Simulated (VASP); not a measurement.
Here is a VASP 6.6.1 calculation.

Contents of INCAR:

```
ALGO = Normal
EDIFF = 1E-6
ENCUT = 520
GGA = PE
ISIF = 2
ISMEAR = -1
ISPIN = 2
LASPH = T
LCHARG = F
LORBIT = 11
LREAL = Auto
LWAVE = F
MAGMOM = 0 0 0 0 0 0 0 0 0 0 0 0 0 0 0 0 1
NBANDS = 52
NELM = 150
PREC = Accurate
SIGMA = 0.05
```

File KPOINTS:

```
k-points
0
Gamma
  2 2 2
```

Contents of POSCAR:

```
AlSi16
1.0
    0.0000000000      5.4300000000      5.4300000000
    5.4300000000      0.0000000000      5.4300000000
    5.4300000000      5.4300000000      0.0000000000
Si Al
16 1
Direct
    0.0051832782      0.0053267754      0.0026286917
    0.1275682324      0.1277069928      0.1327189010
    0.0047585134      0.0049065179      0.5039812518
    0.1283143593      0.1284220134      0.6276081396
    0.0044692130      0.5027604657      0.0020693229
    0.1409408436      0.6249971355      0.1242822294
    0.0054171042      0.5034522492      0.5046058751
    0.1276935361      0.6336197220      0.6270065083
    0.5026061555      0.0046748686      0.0020409759
    0.6248695180      0.1411012890      0.1242616658
    0.5033424648      0.0055244682      0.5045695302
    0.6334754972      0.1278173897      0.6269914016
    0.5029858442      0.5031543597      0.0021038159
    0.6231943091      0.6233891260      0.1221509359
    0.5028361225      0.5029625321      0.5033661895
    0.6249787050      0.6250853430      0.6400814493
    0.7526257034      0.7528068517      0.2516249161
```

Potentials or basis: VASP PAW PBE potentials, release 64 (Si, Al).

Run with:

```console
$ cat potpaw_PBE.64/Si/POTCAR potpaw_PBE.64/Al/POTCAR > POTCAR
$ mpirun -np 1 vasp_std > vasp.out
```

(1) Predict the largest force.

(2) What does it give for the pressure?

Answers

(1) 0.133 eV/Å.

(2) 5.4 GPa.

Caveat: the k points lie up to 0.50 Å⁻¹ apart.
